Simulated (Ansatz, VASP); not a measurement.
**Mg in VASP and in Ansatz**

INCAR

```
SYSTEM = Mg
PREC = Accurate
ENCUT = 520
EDIFF = 1E-6
ISMEAR = -1
SIGMA = 0.05
LREAL = .FALSE.
LASPH = .TRUE.
NELM = 80
ALGO = Normal
ISIF = 2
LWAVE = .FALSE.
LCHARG = .TRUE.
GGA = B5
ALDAX = 1.0
AGGAX = 1.0
AGGAC = 1.0
ALDAC = 0.0
IVDW = 12
VDW_S6 = 1.0
VDW_S8 = 2.6996
VDW_A1 = 0.4298
VDW_A2 = 4.2359
LELF = .TRUE.
LVHAR = .TRUE.
NBANDS = 9
```

File KPOINTS:

```
Automatic mesh
0
G
  10 10 5
  0 0 0
```

Contents of POSCAR:

```
Mg
1.0
    3.2722434310      0.0000000000      0.0000000000
   -1.6361217155      2.8338459386      0.0000000000
    0.0000000000      0.0000000000      5.3124886887
Mg
2
Direct
    0.6666666667      0.3333333333      0.7500000000
    0.3333333333      0.6666666667      0.2500000000
```

input.yaml

```yaml
crystal:
  lattice:
    - [3.272243431, 0.0, 0.0]
    - [-1.6361217155, 2.8338459386, 0.0]
    - [0.0, 0.0, 5.3124886887]
  atoms:
    - { symbol: Mg, position: [0.6666666667, 0.3333333333, 0.75] }
    - { symbol: Mg, position: [0.3333333333, 0.6666666667, 0.25] }
hamiltonian:
  xc: blyp
  pseudopotentials: { kind: paw }
  dispersion: d3bj
kpoints:
  mp_grid: { grid: [10, 10, 5] }
scf:
  occupations: { method: fermi_dirac, width: 0.05 }
output:
  forces: true
  stress: true
  eigenvalues: true
```

Alike in both runs: task single point; functional BLYP; dispersion D3(BJ); k mesh 10 × 10 × 5; occupations fermi-dirac, width 0.05 eV; no spin polarisation.

|  | VASP | Ansatz |
| --- | --- | --- |
| version | VASP 6.6.1 | Ansatz 0.2.0 |
| potentials or method | VASP PAW PBE potentials, release 64 (Mg) | Ansatz PAW |
| plane-wave cutoff (eV) | 520 | 420 |
| valence electrons in the cell | 4 | 20 |

Ansatz gave:

| Item | Value |
| --- | --- |
| gap on the k mesh at the Fermi level (eV) | none |
| pressure (GPa) | -5.0 |
| traceless stress, the component that is largest in VASP (GPa) | 0.91 |

Question: Estimate VASP's values.

Answer: gap on the k mesh at the Fermi level (eV): none; pressure (GPa): -5.1; traceless stress, the component that is largest in VASP (GPa): 0.91.

VASP's potentials were made for PBE, not for BLYP. A gap of «none» marks a metal or a gap that the smearing closes. VASP's potentials hold 4 valence electrons a cell and Ansatz's 20, so a difference there can come from the potentials and not from the codes.
